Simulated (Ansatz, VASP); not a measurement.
# Tl in VASP and in Ansatz

INCAR

```
PREC = Accurate ; ENCUT = 520
EDIFF = 1E-6 ; ISMEAR = 0
SIGMA = 0.15 ; LREAL = False
LASPH = True ; NELM = 60
ALGO = Fast ; ISIF = 2
LWAVE = False ; LCHARG = False
GGA = PS ; NBANDS = 12
```

Contents of KPOINTS:

```
Automatic mesh
0
Gamma
  18 18 18
```

The input POSCAR:

```
Tl
1.0
   -1.9604100000      1.9410000000      1.9604100000
    1.9215900000     -1.9410000000      1.9215900000
    1.9604100000      1.9410000000     -1.9604100000
Tl
1
Direct
    0.0000000000      0.0000000000      0.0000000000
```

Input for Ansatz:

```yaml
crystal:
  lattice:
    - [-1.96041, 1.941, 1.96041]
    - [1.92159, -1.941, 1.92159]
    - [1.96041, 1.941, -1.96041]
  atoms:
    - { symbol: Tl, position: [0.0, 0.0, 0.0] }
basis:
  ecutwfc: 420
kpoints:
  mp_grid: { grid: [18, 18, 18] }
hamiltonian:
  xc: pbesol
scf:
  occupations: { method: gaussian, width: 0.15 }
output:
  forces: true
  stress: true
  eigenvalues: true
```

Change from the starting cell: strain -0.0200 x Voigt [0, 0, 0, 0, 1, 0], atoms carried along.

Alike in both runs: task single point; functional PBEsol; k mesh 18 × 18 × 18; occupations gaussian, width 0.15 eV; no spin polarisation.

|  | VASP | Ansatz |
| --- | --- | --- |
| version | VASP 6.6.1 | Ansatz 0.2.0 |
| potentials or method | VASP PAW PBE potentials, release 64 (Tl_d), cutoff 520 eV | scalar-relativistic, plane waves, PAW |
| valence electrons in the cell | 13 | 13 |

VASP gave:

| Item | Value |
| --- | --- |
| gap on the k mesh at the Fermi level (eV) | none |
| pressure (GPa) | -0.9 |
| traceless stress, the component that is largest in VASP (GPa) | 0.32 |

Task: Estimate Ansatz's values.

Result: gap on the k mesh at the Fermi level (eV): none; pressure (GPa): -0.8; traceless stress, the component that is largest in VASP (GPa): 0.32.

VASP's potentials were made for PBE, not for PBEsol. A gap of «none» marks a metal or a gap that the smearing closes.

Neither program's run includes spin-orbit coupling.
